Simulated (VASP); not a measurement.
A run of VASP 6.6.1 is set up as follows.

INCAR

```
SYSTEM = Sb
ALGO     = Normal         ! electronic algorithm
EDIFF    = 1E-6           ! SCF threshold, eV
ENCUT    = 520            ! plane-wave cutoff, eV
GGA      = PE             ! functional
ISIF     = 2              ! what is computed and relaxed
ISMEAR   = 0              ! smearing method
IVDW     = 12             ! dispersion correction
LASPH    = .True.         ! aspherical terms in the spheres
LCHARG   = .False.        ! write CHGCAR
LREAL    = .False.        ! projectors in reciprocal space
LWAVE    = .False.        ! write WAVECAR
NBANDS   = 12             ! bands
NELM     = 100            ! most SCF steps
PREC     = Accurate       ! precision mode
SIGMA    = 0.1            ! smearing width, eV
```

Contents of KPOINTS:

```
k-points
0
Gamma
  6 4 4
  0 0 0
```

File POSCAR:

```
Sb
1.0
    3.1224020000      0.0000000000      0.0000000000
    0.0000000000      4.3475180000      0.0000000000
   -0.0389150000      0.0000000000      4.4058520000
Sb
2
Direct
    0.9886110000      0.7500000000      0.7588340000
    0.0113890000      0.2500000000      0.2411660000
```

Potentials or basis: VASP PAW PBE potentials, release 64 (Sb).

Run with:

```sh
$ cat potpaw_PBE.64/Sb/POTCAR > POTCAR
$ mpirun -np 1 vasp_std > vasp.out
```

Estimate the largest force.

0.074 eV/Å.

What does it give for the pressure?

-1.9 GPa.

Estimate the dispersion energy per atom.

-0.477 eV.

Predict the band gap on the k mesh.

zero (band 5 reaches 12.22 eV, above the bottom of band 6 at 3.63 eV).

Forces on the atoms (eV/Å):
```
Sb   0.031  0.000 -0.067
Sb  -0.031  0.000  0.067
```

Caveat: the k points lie up to 0.36 Å⁻¹ apart; spin-orbit coupling is left out, which moves the levels of the heavy elements; pairwise dispersion overbinds metals, which lowers pressure and volume.
